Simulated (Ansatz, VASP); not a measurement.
**Two plane-wave programs on LaMnIn**

```
CELL_PARAMETERS angstrom
4.59334 0.00000 0.00000
-2.29667 3.97795 0.00000
0.00000 0.00000 4.09656
ATOMIC_POSITIONS crystal
La 0.00000 0.00000 0.00000
In 0.33333 0.66667 0.50000
Mn 0.66667 0.33333 0.50000
```

Alike in both runs: task single point; functional PBE; k mesh 6 × 6 × 6; occupations fermi-dirac, width 0.05 eV; collinear spin; fixed moment 3 μB.

|  | VASP | Ansatz |
| --- | --- | --- |
| version | VASP 6.6.1 | Ansatz 0.2.0 |
| potentials or method | VASP PAW PBE potentials, release 64 (La, In_d, Mn_pv) | Ansatz PAW |
| plane-wave cutoff (eV) | 520 | 420 |
| valence electrons in the cell | 37 | 39 |

|  | VASP | Ansatz | Ansatz less VASP |
| --- | --- | --- | --- |
| pressure (GPa) | 4.8 | 4.8 | +0.04 |
| traceless stress, the component that is largest in VASP (GPa) | -2.24 | -2.25 | -0.001 |
| net moment per atom (μB) | 1.00 | 1.00 | 0.000 |
| size of the moment on the site where the two differ most (μB) | 0.11 | 0.06 | -0.054 |

Site moments also hang on the region over which each program counts them. With one functional, cell and mesh, what is left measures potentials, basis and numerics. VASP's potentials hold 37 valence electrons a cell and Ansatz's 39, so a difference there can come from the potentials and not from the codes.

Spin-orbit coupling is off throughout.
